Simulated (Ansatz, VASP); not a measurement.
This is a calculation of HgTe for Ansatz 0.2.0.

Contents of input.yaml:

```yaml
crystal:
  lattice:
    - [0.0, 3.2145, 3.2145]
    - [3.2145, 0.0, 3.2145]
    - [3.2145, 3.2145, 0.0]
  atoms:
    - { symbol: Hg, position: [0.0, 0.0, 0.0] }
    - { symbol: Te, position: [0.75, 0.75, 0.75] }
hamiltonian:
  xc: { exchange: pbe, correlation: pbe, exx: { coeff: 0.35 } }
  pseudopotentials: { kind: paw }
kpoints:
  mp_grid: { grid: [4, 4, 4] }
scf:
  occupations: { method: fermi_dirac, width: 0.05 }
output:
  forces: true
  stress: true
  eigenvalues: true
```

Potentials or basis: Ansatz PAW.

The run is started by

```console
$ ansatz run input.yaml --threads 2 --pin off --max-ram 5632MiB --backend cpu --events-out ev --progress --plain --runs-dir out
```

Question: Translate it to VASP 6.6.1. Potentials there: VASP PAW PBE potentials, release 64 (Hg, Te).

Answer: As run (the cutoff follows the program's own potentials):

POSCAR

```
HgTe
1.0
    0.0000000000      3.2145000000      3.2145000000
    3.2145000000      0.0000000000      3.2145000000
    3.2145000000      3.2145000000      0.0000000000
Hg Te
1 1
Direct
    0.0000000000      0.0000000000      0.0000000000
    0.7500000000      0.7500000000      0.7500000000
```

Contents of INCAR.step1:

```
SYSTEM = HgTe
PREC = Accurate
ENCUT = 520
EDIFF = 1E-5
ISMEAR = -1
SIGMA = 0.05
LREAL = .False.
LASPH = .True.
NELM = 100
ALGO = Normal
ISIF = 2
LWAVE = .True.
LCHARG = .False.
NBANDS = 16
GGA = PE
```

File INCAR.step2:

```
SYSTEM = HgTe
PREC = Accurate
ENCUT = 520
EDIFF = 1E-7
ISMEAR = -1
SIGMA = 0.05
LREAL = .False.
LASPH = .True.
NELM = 100
ALGO = Normal
ISIF = 2
LWAVE = .False.
LCHARG = .False.
GGA = PE
LHFCALC = .True.
AEXX = 0.35
PRECFOCK = Normal
NBANDS = 16
ISTART = 1
```

The input KPOINTS:

```
regular mesh
0
Gamma
  4 4 4
  0 0 0
```

Potentials or basis: VASP PAW PBE potentials, release 64 (Hg, Te).

Run with:

```bash
$ cat potpaw_PBE.64/Hg/POTCAR potpaw_PBE.64/Te/POTCAR > POTCAR
$ cp INCAR.step1 INCAR
$ mpirun -np 1 vasp_std > vasp.out
$ cp INCAR.step2 INCAR
$ mpirun -np 1 vasp_std > vasp.out
```

Both were run:

|  | VASP | Ansatz | Ansatz less VASP |
| --- | --- | --- | --- |
| gap on the k mesh at the Fermi level (eV) | 1.27 | 1.34 | +0.065 |
| least direct gap on the mesh (eV) | 1.27 | 1.34 | +0.065 |
| pressure (GPa) | 2.3 | 2.5 | +0.26 |

VASP's potentials were made for PBE, not for PBE-based global hybrid. VASP's potentials hold 18 valence electrons a cell and Ansatz's 36, so a difference there can come from the potentials and not from the codes.

The k mesh is coarse, so the values compare programs but aren't converged. Neither program's run includes spin-orbit coupling.
